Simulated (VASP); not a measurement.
# Ta: single point with r2SCAN

Ta:

```
Ta
1.0
    -1.65336    1.65336    1.65336
     1.65336   -1.65336    1.65336
     1.65336    1.65336   -1.65336
Ta
1
Direct
  0.00000 0.00000 0.00000
```

```
Program                : VASP 6.6.1
Task                   : single point
Functional             : r2SCAN
Potentials or basis    : VASP PAW PBE potentials, release 64 (Ta_pv)
Cutoff                 : 520 eV
k mesh                 : 22 × 22 × 22
Occupations            : fermi-dirac, width 0.1 eV
Spin                   : no spin polarisation
Dipole correction      : no
Further INCAR settings : ALGO = Normal; EDIFF = 1e-07; NBANDS = 12
```

| Property | Result |
| --- | --- |
| Pressure | 0.6 GPa |

Levels at points of the mesh, in eV from the Fermi level:
```
           k point  band 3  band 4  band 5  band 6  band 7  band 8  band 9  band 10
(0.00, 0.00, 0.00)  -34.24   -8.32    0.84    0.84    0.84    4.31    4.31    12.09
(0.50, 0.00, 0.00)  -34.25   -4.55   -1.56    1.45    4.18    5.24    8.05    12.05
(0.50, 0.50, 0.50)  -35.09   -3.93   -3.93    7.08    7.08    7.08    8.98     8.98
```

Wall time 3.7 min on 1 thread of Intel(R) Xeon(R) Platinum 8259CL CPU @ 2.50GHz (Skylake/Cascade Lake), with other jobs on the host, peak memory 0.2 GiB.

Caveat: the PAW data sets were made with another functional, which shifts forces and pressure a little; spin-orbit coupling is left out, which moves the levels of the heavy elements.
